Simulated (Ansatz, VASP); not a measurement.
**BN in VASP and in Ansatz**

```
B N
1.0
     2.46765    0.00000    0.00000
    -1.23382    2.13705    0.00000
     0.00000    0.00000    4.20774
B N
2 2
Direct
  0.66667 0.33333 0.99980
  0.33333 0.66667 0.49980
  0.66667 0.33333 0.62520
  0.33333 0.66667 0.12520
```

Change from the starting cell: strain -0.030 along x and y, +0.000 along z, atoms carried along.

Alike in both runs: task single point; functional r2SCAN; k mesh 12 × 12 × 6; occupations gaussian, width 0.05 eV; no spin polarisation.

|  | VASP | Ansatz |
| --- | --- | --- |
| version | VASP 6.6.1 | Ansatz 0.2.0 |
| potentials or method | VASP PAW PBE potentials, release 64 (B, N), cutoff 520 eV | scalar-relativistic, plane waves, PAW |
| valence electrons in the cell | 16 | 16 |

VASP gave:

| Item | Value |
| --- | --- |
| gap on the k mesh at the Fermi level (eV) | 5.50 |
| least direct gap on the mesh (eV) | 8.60 |
| pressure (GPa) | 28.4 |
| traceless stress, the component that is largest in VASP (GPa) | -23.23 |
| rms of the force components (eV/Å) | 0.064 |

Question: Which values does Ansatz return?

Answer: gap on the k mesh at the Fermi level (eV): 5.54; least direct gap on the mesh (eV): 8.63; pressure (GPa): 27.1; traceless stress, the component that is largest in VASP (GPa): -23.11; rms of the force components (eV/Å): 0.057.

VASP's potentials were made for PBE, not for r2SCAN. Atom by atom the forces differ by 0.007 eV/Å (rms over components). The functional is the same, so the differences come from potentials, cutoffs and numerics.
